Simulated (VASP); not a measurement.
Here is a VASP 6.6.1 calculation.

File POSCAR:

```
W
1.0
    3.2000850811      0.0000000000      0.0000000000
    0.0000000000      3.2000850811      0.0000000000
    0.0000000000      0.0000000000      3.1439612255
W
2
Direct
    0.0000000000      0.0000000000      0.0000000000
    0.5000000000      0.5000000000      0.5000000000
```

Contents of INCAR.step1:

```
SYSTEM = W
  PREC = Accurate
  ENCUT = 520
  ISMEAR = 0
  SIGMA = 0.1
  LREAL = .FALSE.
  LASPH = .TRUE.
  NELM = 60
  NBANDS = 21
  GGA = PE
  ALGO = Normal
  EDIFF = 1E-4
  LWAVE = .TRUE.
  LCHARG = .FALSE.
```

The input INCAR.step2:

```
SYSTEM = W
  PREC = Accurate
  ENCUT = 520
  EDIFF = 1E-7
  ISMEAR = 0
  SIGMA = 0.1
  LREAL = .FALSE.
  LASPH = .TRUE.
  NELM = 60
  ALGO = Normal
  ISIF = 2
  LWAVE = .FALSE.
  LCHARG = .FALSE.
  METAGGA = R2SCAN
  LMIXTAU = .TRUE.
  NBANDS = 21
  ISTART = 1
```

Contents of KPOINTS:

```
regular mesh
0
G
  16 16 16
  0 0 0
```

Potentials or basis: VASP PAW PBE potentials, release 64 (W_sv).

Launch:

```console
$ cat potpaw_PBE.64/W_sv/POTCAR > POTCAR
$ cp INCAR.step1 INCAR
$ mpirun -np 1 vasp_std > vasp.out
$ cp INCAR.step2 INCAR
$ mpirun -np 1 vasp_std > vasp.out
```

Task: What does it give for the band gap on the k mesh?

Result: Zero (bands 14 and 15 overlap by 1.20 eV).

Task: What does it give for the pressure?

Result: -2.4 GPa.

Stress tensor (GPa, compression positive):
```
-4.20  0.00  0.00
 0.00 -4.20  0.00
 0.00  0.00  1.18
```

Caveat: the cell differs from its parent crystal (biaxial strain in the a-b plane: +1.0 %, then relaxed in part); the stress differs along the axes, from -4 to 1 GPa; the PAW data sets were made with another functional, which shifts forces and pressure a little; spin-orbit coupling is left out, which moves the levels of the heavy elements.
